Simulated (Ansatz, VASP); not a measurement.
# Two plane-wave programs on La3N

The input INCAR:

```
SYSTEM = La3N
ALGO     = Normal         ! electronic algorithm
EDIFF    = 1E-6           ! SCF threshold, eV
EDIFFG   = -0.04          ! ionic threshold
ENCUT    = 600            ! plane-wave cutoff, eV
GGA      = PE             ! functional
IBRION   = 2              ! ionic algorithm
ISIF     = 3              ! what is computed and relaxed
ISMEAR   = 0              ! smearing method
LASPH    = .TRUE.         ! aspherical terms in the spheres
LCHARG   = .FALSE.        ! write CHGCAR
LREAL    = .FALSE.        ! projectors in reciprocal space
LWAVE    = .FALSE.        ! write WAVECAR
NELM     = 80             ! most SCF steps
NSW      = 90             ! ionic steps
PREC     = Accurate       ! precision mode
SIGMA    = 0.1            ! smearing width, eV
```

File KPOINTS:

```
k-points
0
G
  4 4 4
  0 0 0
```

POSCAR

```
La3N
1.0
    0.0000000000      3.9140068300      3.9140068300
    3.9140068300      0.0000000000      3.9140068300
    3.9140068300      3.9140068300      0.0000000000
La N
3 1
Direct
    0.2500000000      0.2500000000      0.2500000000
    0.7500000000      0.7500000000      0.7500000000
    0.5000000000      0.5000000000      0.5000000000
    0.0000000000      0.0000000000      0.0000000000
```

Input for Ansatz:

```yaml
crystal:
  lattice:
    - [0.0, 3.91400683, 3.91400683]
    - [3.91400683, 0.0, 3.91400683]
    - [3.91400683, 3.91400683, 0.0]
  atoms:
    - { symbol: La, position: [0.25, 0.25, 0.25] }
    - { symbol: La, position: [0.75, 0.75, 0.75] }
    - { symbol: La, position: [0.5, 0.5, 0.5] }
    - { symbol: "N", position: [0.0, 0.0, 0.0] }
basis:
  ecutwfc: 420
kpoints:
  mp_grid: { grid: [4, 4, 4] }
hamiltonian:
  xc: pbe
scf:
  occupations: { method: gaussian, width: 0.1 }
  lower_state_search: "off"
output:
  forces: true
  stress: true
  eigenvalues: true
relax:
  adjacent_minimum: "off"
  f_tol: 0.04
  max_steps: 70
  cell: { stress_tol: 0.4 }
```

Change from the starting cell: species swapped into the Li3Hg type (Fm-3m, No. 225).

Alike in both runs: task relaxation of cell and atoms; functional PBE; k mesh 4 × 4 × 4; occupations gaussian, width 0.1 eV; no spin polarisation.

```csv
,VASP,Ansatz
version,VASP 6.6.1,Ansatz 0.2.0
potentials or method,"VASP PAW PBE potentials, release 64 (La, N), cutoff 600 eV","scalar-relativistic, plane waves, PAW"
valence electrons in the cell,38,38
```

Ansatz gave:

| Item | Value |
| --- | --- |
| gap on the k mesh at the Fermi level, each at its own relaxed structure (eV) | none |
| relaxed volume (Å³/atom) | 23.28 |
| relaxed length of the cell vector where the two differ most in proportion (Å) | 5.088 |

Task: Which values does VASP return?

Result: gap on the k mesh at the Fermi level, each at its own relaxed structure (eV): none; relaxed volume (Å³/atom): 23.24; relaxed length of the cell vector where the two differ most in proportion (Å): 5.085.

A gap of «none» marks a metal or a gap that the smearing closes.

Neither program's run includes spin-orbit coupling. Noted on VASP's run: the volume moved by over 15 % at a fixed basis, so the end points are rough.
